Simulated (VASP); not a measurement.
# Sn (Fd-3m) in VASP: further runs, part 2 of 2

VASP 6.6.1. Earlier steps stand in the parts before.

## Step 4: Single point, r2SCAN

This run uses another cell than the first one, of 38.32 Å³/atom.

Contents of POSCAR:

```
Sn
1.0
    0.0000000000      3.3712707755      3.3712707755
    3.3712707755      0.0000000000      3.3712707755
    3.3712707755      3.3712707755      0.0000000000
Sn
2
Direct
    0.0000000000      0.0000000000      0.0000000000
    0.2500000000      0.2500000000      0.2500000000
```

Contents of INCAR.step1:

```
SYSTEM = Sn
  PREC = Accurate
  ENCUT = 520
  ISMEAR = -1
  SIGMA = 0.1
  LREAL = .False.
  LASPH = .True.
  NELM = 100
  NBANDS = 21
  GGA = PE
  ALGO = Normal
  EDIFF = 1E-4
  LWAVE = .True.
  LCHARG = .False.
```

Contents of INCAR.step2:

```
SYSTEM = Sn
  PREC = Accurate
  ENCUT = 520
  EDIFF = 1E-7
  ISMEAR = -1
  SIGMA = 0.1
  LREAL = .False.
  LASPH = .True.
  NELM = 100
  ALGO = Normal
  ISIF = 2
  LWAVE = .False.
  LCHARG = .False.
  METAGGA = R2SCAN
  LMIXTAU = .True.
  NBANDS = 21
  ISTART = 1
```

Contents of KPOINTS:

```
Automatic mesh
0
Gamma
  9 9 9
  0 0 0
```

Potentials or basis: VASP PAW PBE potentials, release 64 (Sn_d).

Command:

```
$ cat potpaw_PBE.64/Sn_d/POTCAR > POTCAR
$ cp INCAR.step1 INCAR
$ mpirun -np 1 vasp_std > vasp.out
$ cp INCAR.step2 INCAR
$ mpirun -np 1 vasp_std > vasp.out
```

OUTCAR:

```text
SYSTEM = Sn
   PREC = Accurate
   ENCUT = 520
   EDIFF = 1E-7
   ISMEAR = -1
   LREAL = .False.
   LASPH = .True.
   NELM = 100
   ISIF = 2
   METAGGA = R2SCAN
   ISTART = 1

 ion  position               nearest neighbor table
   1  0.000  0.000  0.000-   2 2.92   2 2.92   2 2.92   2 2.92
   2  0.250  0.250  0.250-   1 2.92   1 2.92   1 2.92   1 2.92

  LATTYP: Found a face centered cubic cell.
 ALAT       =     6.7425415510

  Lattice vectors:

 A1 = (   0.0000000000,   3.3712707755,   3.3712707755)
 A2 = (   3.3712707755,   0.0000000000,   3.3712707755)
 A3 = (   3.3712707755,   3.3712707755,   0.0000000000)

Analysis of symmetry for initial positions (statically):
=====================================================================
 Subroutine PRICEL returns:
 Original cell was already a primitive cell.

 Routine SETGRP: Setting up the symmetry group for a
 face centered cubic supercell.

 Subroutine GETGRP returns: Found 48 space group operations
 (whereof 24 operations were pure point group operations)
 out of a pool of 48 trial point group operations.

The static configuration has the point symmetry T_d .
 The point group associated with its full space group is O_h .

Analysis of symmetry for dynamics (positions and initial velocities):
=====================================================================
 Subroutine PRICEL returns:
 Original cell was already a primitive cell.

 Routine SETGRP: Setting up the symmetry group for a
 face centered cubic supercell.

 Subroutine GETGRP returns: Found 48 space group operations
 (whereof 24 operations were pure point group operations)
 out of a pool of 48 trial point group operations.

The dynamic configuration has the point symmetry T_d .
 The point group associated with its full space group is O_h .

 Subroutine INISYM returns: Found 48 space group operations
 (whereof 24 operations are pure point group operations),
 and found     1 'primitive' translations

----------------------------------------------------------------------------------------

                                     Primitive cell

  volume of cell :      76.6321

  direct lattice vectors                    reciprocal lattice vectors
     0.000000000  3.371270776  3.371270776    -0.148312026  0.148312026  0.148312026
     3.371270776  0.000000000  3.371270776     0.148312026 -0.148312026  0.148312026
     3.371270776  3.371270776  0.000000000     0.148312026  0.148312026 -0.148312026

  length of vectors
     4.767696853  4.767696853  4.767696853     0.256883965  0.256883965  0.256883965

  position of ions in fractional coordinates (direct lattice)
     0.000000000  0.000000000  0.000000000
     0.250000000  0.250000000  0.250000000

  ion indices of the primitive-cell ions
   primitive index   ion index
                 1           1
                 2           2

----------------------------------------------------------------------------------------

 KPOINTS: Automatic mesh

Automatic generation of k-mesh.
 Grid dimensions read from file:
 generate k-points for:    9    9    9

 Generating k-lattice:

  Cartesian coordinates                     Fractional coordinates (reciprocal lattice)
    -0.016479114  0.016479114  0.016479114     0.111111111  0.000000000  0.000000000
     0.016479114 -0.016479114  0.016479114     0.000000000  0.111111111  0.000000000
     0.016479114  0.016479114 -0.016479114     0.000000000  0.000000000  0.111111111

  Length of vectors
     0.028542663  0.028542663  0.028542663

  Shift w.r.t. Gamma in fractional coordinates (k-lattice)
     0.000000000  0.000000000  0.000000000

 Subroutine IBZKPT returns following result:
 ===========================================

 Found     35 irreducible k-points:

 Following reciprocal coordinates:
            Coordinates               Weight
  0.000000  0.000000  0.000000      1.000000
  0.111111  0.000000  0.000000      8.000000
  0.222222  0.000000  0.000000      8.000000
  0.333333  0.000000  0.000000      8.000000
  0.444444  0.000000  0.000000      8.000000
  0.111111  0.111111  0.000000      6.000000
[... 16 lines left out ...]
 -0.333333  0.333333  0.000000     12.000000
  0.444444  0.444444  0.000000      6.000000
 [... further k-points ...]
   k-points           NKPTS =     35   k-points in BZ     NKDIM =     35   number of bands    NBANDS=     21
   number of dos      NEDOS =    301   number of ions     NIONS =      2
   total plane-waves  NPLWV =  46656
   dimension x,y,z NGX =    36 NGY =   36 NGZ =   36
   dimension x,y,z NGXF=    72 NGYF=   72 NGZF=   72
   ions per type =               2
   NGX,Y,Z   is equivalent  to a cutoff of  12.55, 12.55, 12.55 a.u.
   NGXF,Y,Z  is equivalent  to a cutoff of  25.11, 25.11, 25.11 a.u.
 SYSTEM =  Sn
   PREC   = accura    normal or accurate (medium, high low for compatibility)
   ISTART =      1    job   : 0-new  1-cont  2-samecut
   ICHARG =      0    charge: 1-file 2-atom 10-const
   ISPIN  =      1    spin polarized calculation?
   LNONCOLLINEAR =      F non collinear calculations
   LSORBIT =      F    spin-orbit coupling
   LASPH  =      T    aspherical Exc in radial PAW
   ENCUT  =  520.0 eV  38.22 Ry    6.18 a.u.   8.86  8.86  8.86*2*pi/ulx,y,z
   NELM   =    100;   NELMIN=  2; NELMDL=  0     # of ELM steps
   EDIFF  = 0.1E-06   stopping-criterion for ELM
   LREAL  =      F    real-space projection
   EDIFFG = 0.1E-05   stopping-criterion for IOM
   NSW    =      0    number of steps for IOM
   IBRION =     -1    ionic relax: 0-MD 1-quasi-New 2-CG
   NFREE  =      0    steps in history (QN), initial steepest desc. (CG)
   ISIF   =      2    stress and relaxation
   ISYM   =      2    0-nonsym 1-usesym 2-fastsym
   POTIM  = 0.5000    time-step for ionic-motion
   TEBEG  =    0.0;   TEEND  =   0.0 temperature during run
   PSTRESS=    0.0 pullay stress
   NELECT =      28.0000    total number of electrons
   NUPDOWN=      -1.0000    fix difference up-down
   EMIN   =  10.00;   EMAX   =-10.00  energy-range for DOS
   EFERMI =   0.00;   METHOD = LEGACY
   ISMEAR =    -1;   SIGMA  =   0.10  broadening in eV -4-tet -1-fermi 0-gaus
   EFERMI_NEDOS =   21; number of points for ismear=-14 and -15
   IALGO  =     38    algorithm
   IMIX   =      4    mixing-type and parameters
     AMIX     =   0.40;   BMIX     =  1.00
     AMIX_MAG =   1.60;   BMIX_MAG =  1.00
  volume/ion in A,a.u.               =      38.32       258.57
  Fermi-wavevector in a.u.,A,eV,Ry     =   1.170372  2.211682 18.636856  1.369770
  Thomas-Fermi vector in A             =   2.306831
   LORBIT       =      0    0 simple, 1 ext, 2 COOP (PROOUT), +10 PAW based schemes
   METAGGA = R2SCAN    functional components
   LHFCALC =     F    Hartree Fock is set to
   AEXX    =    0.0000 exact exchange contribution
   IVDW    =     0    specifies the selected vdW correction
   LEPSILON=     F    determine dielectric tensor
   LRPA    =     F    only Hartree local field effects (RPA)
 non-spin polarized calculation
  energy-cutoff  :      520.00
  volume of cell :       76.63
 maximum number of plane-waves:      2085
   NGX = 17   NGY = 17   NGZ = 17

 number of electron      28.0000015 magnetization

 Free energy of the ion-electron system (eV)
  ---------------------------------------------------
  ext. energy  EPLUGINS =         0.00000000
  ---------------------------------------------------
  free energy    TOTEN  =       -49.44113527 eV

  energy without entropy =      -49.43340392  energy(sigma->0) =      -49.43726959

 E-fermi :   4.3637     XC(G=0):  -9.0609

 val. band max:        4.3513492771   @ k =   0.4444   0.0000   0.0000
 cond. band min:       4.4306760378   @ k =   0.0000   0.0000   0.0000
 fundamental gap:      0.0793267608
 Fermi energy:         4.3636879949

 k-point     1 :       0.0000    0.0000    0.0000
  band No.  band energies     occupation
      1     -17.7851      2.00000
      2     -17.7851      2.00000
      3     -17.7851      2.00000
      4     -17.7334      2.00000
      5     -17.7334      2.00000
      6     -17.4953      2.00000
[... 13 lines left out ...]
     20      12.4299      0.00000
     21      12.4299      0.00000
[... 529 lines left out ...]
 k-point    24 :       0.4444    0.4444    0.0000
  band No.  band energies     occupation
      1     -17.8251      2.00000
      2     -17.8251      2.00000
      3     -17.7371      2.00000
      4     -17.6908      2.00000
      5     -17.6304      2.00000
      6     -17.5878      2.00000
[... 13 lines left out ...]
     20      14.0170      0.00000
     21      14.6943      0.00000

 [... further k-points ...]

------------------------ aborting loop because EDIFF is reached ----------------------------------------

  FORCE on cell =-STRESS in cart. coord.  units (eV):
  Direction    XX          YY          ZZ          XY          YZ          ZX
  --------------------------------------------------------------------------------------
  -------------------------------------------------------------------------------------
  Total       -1.3371061     -1.3371061     -1.3371061      0.0000000      0.0000000     -0.0000000
  in kB      -27.9553886    -27.9553886    -27.9553886      0.0000000      0.0000000     -0.0000000
  external PRESSURE =     -27.9553886 kB  Pullay stress =       0.0000000 kB

 VOLUME and BASIS-vectors are now :
 -----------------------------------------------------------------------------
  energy-cutoff  :      520.00
  volume of cell :       76.63
      direct lattice vectors                 reciprocal lattice vectors
     0.000000000  3.371270776  3.371270776    -0.148312026  0.148312026  0.148312026
     3.371270776  0.000000000  3.371270776     0.148312026 -0.148312026  0.148312026
     3.371270776  3.371270776  0.000000000     0.148312026  0.148312026 -0.148312026

 POSITION                                       TOTAL-FORCE (eV/Angst)
 -----------------------------------------------------------------------------------
      0.00000      0.00000      0.00000        -0.000000     -0.000000     -0.000000
      1.68564      1.68564      1.68564         0.000000      0.000000      0.000000
 -----------------------------------------------------------------------------------
    total drift:                                0.000000      0.000000     -0.000000

  FREE ENERGIE OF THE ION-ELECTRON SYSTEM (eV)
  ---------------------------------------------------
  free  energy   TOTEN  =       -49.4411352652 eV

  energy  without entropy=      -49.4334039155  energy(sigma->0) =      -49.43726959
```

Run time: 2.1 min. Hardware: 1 thread of AMD EPYC 9R45 (Zen 5), shared host; peak memory 0.2 GiB.

What came out:

```yaml
Free_energy: -49.4411 eV
Pressure: -2.8 GPa
Band_gap_on_the_k_mesh: zero (bands 14 and 15 overlap by 0.08 eV)
```

Levels at points of the mesh, in eV from the Fermi level:
```
           k point  band 11  band 12  band 13  band 14  band 15  band 16  band 17  band 18
(0.00, 0.00, 0.00)   -10.32    -1.12     0.07     0.07     0.07     2.27     2.27     2.27
```

Caveat: the PAW data sets were made with another functional, which shifts forces and pressure a little; spin-orbit coupling is left out, which moves the levels of the heavy elements.

The gap in the log of VASP goes by the Fermi energy; the results here count the filled bands.